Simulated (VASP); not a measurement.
A run of VASP 6.6.1 is set up as follows.

File INCAR:

```
SYSTEM = AlN
PREC = Accurate
ENCUT = 520
EDIFF = 1E-6
ISMEAR = -1
SIGMA = 0.02
LREAL = .FALSE.
LASPH = .TRUE.
NELM = 100
ALGO = Normal
ISIF = 2
LWAVE = .FALSE.
LCHARG = .FALSE.
GGA = PE
NBANDS = 11
```

The input KPOINTS:

```
regular mesh
0
G
  10 10 10
  0 0 0
```

The input POSCAR:

```
AlN
1.0
    0.0000000000      2.0188684454      2.0188684454
    1.9823269266      0.0000000000      2.0188684454
    1.9823269266      2.0188684454      0.0000000000
Al N
1 1
Direct
    0.0000000000      0.0000000000      0.0000000000
    0.5000000000      0.5000000000      0.5000000000
```

Potentials or basis: VASP PAW PBE potentials, release 64 (Al, N).

Command:

```sh
$ cat potpaw_PBE.64/Al/POTCAR potpaw_PBE.64/N/POTCAR > POTCAR
$ mpirun -np 1 vasp_std > vasp.out
```

Question: Estimate the band gap on the k mesh.

Answer: 4.67 eV, indirect (least direct gap 5.96 eV).

Question: Predict the pressure.

Answer: 11.5 GPa.

Stress tensor (GPa, compression positive):
```
15.66  0.00  0.00
 0.00  9.46  0.00
 0.00  0.00  9.46
```

Caveat: the cell differs from its parent crystal (uniaxial x strain -1.8%). A k mesh can miss the band edges.
